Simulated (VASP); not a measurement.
Si (a cell with a defect): single point with PBE+D3(BJ)

The system is Si (a cell with a defect).

```
Si
1.0
    10.86000    0.00000    0.00000
     0.00000   10.86000    0.00000
     0.00000    0.00000   10.86000
Si
63
Direct
  0.50029 0.00020 0.00020
  0.62578 0.12527 0.12544
  0.75071 0.25119 0.00115
  0.87484 0.37826 0.12823
  0.75075 0.99980 0.25059
  0.87544 0.12525 0.37522
  0.00009 0.99916 0.00124
  0.12510 0.12504 0.12554
  0.25042 0.25012 0.00008
  0.37554 0.37542 0.12549
  0.50142 0.50043 0.00122
  0.62835 0.62476 0.12821
  0.75062 0.74984 0.00072
  0.87567 0.87225 0.12819
  0.24946 0.99942 0.25074
  0.37547 0.12538 0.37532
  0.50148 0.25114 0.25044
  0.62831 0.37823 0.37476
  0.75859 0.50855 0.25856
  0.50136 0.99925 0.49985
  0.62573 0.12506 0.62487
  0.75066 0.25073 0.49982
  0.87563 0.37819 0.62230
  0.75074 0.99940 0.74935
  0.87550 0.12525 0.87529
  0.00000 0.50046 0.00065
  0.12265 0.62544 0.12795
  0.24947 0.74994 0.00114
  0.37510 0.87497 0.12564
  0.00003 0.25069 0.25042
  0.12254 0.37807 0.37544
  0.25001 0.50047 0.25047
  0.37539 0.62518 0.37519
  0.50080 0.74984 0.25046
  0.62824 0.87231 0.37549
  0.00002 0.99973 0.49993
  0.12510 0.12532 0.62487
  0.24941 0.25123 0.49993
  0.37512 0.37558 0.62498
  0.50080 0.50047 0.49990
  0.62828 0.62558 0.62226
  0.75824 0.74253 0.49241
  0.87501 0.87237 0.62242
  0.25048 0.00030 0.75033
  0.37543 0.12521 0.87522
  0.50031 0.25014 0.75018
  0.62567 0.37547 0.87531
  0.75066 0.50059 0.74982
  0.87538 0.62525 0.87523
  0.99289 0.74236 0.25795
  0.12255 0.87233 0.37496
  0.99278 0.50804 0.49237
  0.12258 0.62488 0.62241
  0.25000 0.74984 0.49992
  0.37554 0.87494 0.62494
  0.00007 0.25118 0.74916
  0.12505 0.37554 0.87499
  0.24952 0.50066 0.74942
  0.37553 0.62531 0.87535
  0.50140 0.74993 0.74925
  0.62572 0.87493 0.87506
  0.00007 0.74990 0.74978
  0.12508 0.87491 0.87538
```

```
Program             : VASP 6.6.1
Task                : single point
Functional          : PBE
Dispersion          : D3(BJ)
Potentials or basis : VASP PAW PBE potentials, release 64 (Si)
Cutoff              : 520 eV
k mesh              : 1 × 1 × 1
Occupations         : fermi-dirac, width 0.05 eV
Spin                : collinear spin
```

* Largest force: 0.041 eV/Å
* Net moment: 2.51 μB per cell
* Site moments: Si +0.00, +0.01, -0.00, +0.14 (each value once) μB
* Valence electrons inside the program's atomic spheres: Si 1.70, 1.69, 1.64 (each value once)
* Dispersion energy per atom: -0.317 eV

Forces in eV/Å, atoms in the order of the input:
```
Si  -0.001  0.007 -0.005
Si   0.000  0.008  0.004
Si   0.006 -0.001 -0.001
Si   0.010 -0.007 -0.005
Si   0.003 -0.003  0.002
Si  -0.005  0.001  0.000
Si  -0.009  0.007  0.001
Si  -0.001 -0.005 -0.005
Si   0.008 -0.001 -0.002
Si   0.007  0.001  0.000
Si  -0.007  0.010 -0.003
Si  -0.008  0.006 -0.006
Si   0.008  0.000 -0.001
Si   0.000  0.006 -0.010
Si   0.001 -0.001  0.004
Si   0.003 -0.003 -0.005
Si  -0.007 -0.002  0.008
Si  -0.005 -0.008  0.009
Si  -0.022 -0.024 -0.025
Si  -0.003  0.002  0.000
Si  -0.001 -0.004 -0.002
Si   0.005  0.000 -0.003
Si   0.003 -0.010  0.006
Si   0.007 -0.002  0.003
Si  -0.001  0.001 -0.001
Si  -0.003  0.004  0.003
Si   0.004 -0.004 -0.007
Si   0.002 -0.004  0.001
Si   0.000  0.000 -0.002
Si  -0.005  0.004  0.005
Si   0.008 -0.011 -0.002
Si   0.003  0.007  0.007
Si  -0.003 -0.003  0.000
Si   0.002  0.001  0.005
Si  -0.009  0.009 -0.004
Si   0.001 -0.005 -0.006
Si  -0.001  0.003  0.002
Si   0.000 -0.003 -0.008
Si   0.000 -0.001 -0.001
Si   0.003  0.005 -0.004
Si  -0.009 -0.006  0.010
Si  -0.023  0.012  0.015
Si   0.003  0.013  0.012
Si   0.005  0.006  0.004
Si  -0.002 -0.001 -0.002
Si  -0.002 -0.004  0.010
Si   0.003  0.002  0.004
Si   0.005  0.005 -0.004
Si  -0.005 -0.003  0.001
Si   0.010  0.016 -0.021
Si   0.012  0.011  0.005
Si   0.009 -0.020  0.021
Si   0.010  0.005  0.006
Si  -0.001 -0.004 -0.004
Si   0.002 -0.001 -0.001
Si  -0.007  0.000  0.004
Si   0.001 -0.005 -0.001
Si   0.000  0.007  0.003
Si   0.002 -0.005 -0.005
Si  -0.003 -0.007  0.000
Si  -0.002  0.001 -0.001
Si   0.000 -0.004 -0.005
Si   0.001 -0.001 -0.004
```

Levels at points of the mesh, in eV from the Fermi level:
Spin up:
```tsv
k point	band 124	band 125	band 126	band 127	band 128	band 129	band 130	band 131	band 132	band 133
(0.00, 0.00, 0.00)	-0.90	-0.90	-0.09	-0.09	-0.09	0.14	0.14	0.19	0.19	0.19
```
Spin down:
```csv
k point,band 121,band 122,band 123,band 124,band 125,band 126,band 127,band 128,band 129,band 130
"(0.00, 0.00, 0.00)",-1.69,-1.69,-0.80,-0.80,-0.80,0.14,0.14,0.15,0.16,0.17
```

Run time: 11 min on 1 thread of Intel(R) Xeon(R) Platinum 8375C CPU @ 2.90GHz (Ice Lake), on a shared host, peak memory 1.4 GiB.

Caveat: the k points lie up to 0.58 Å⁻¹ apart; the cell carries a net charge on a neutralising background, which shifts energy and pressure; the cell is charged against a uniform background, so pressure and absolute levels hang on convention.
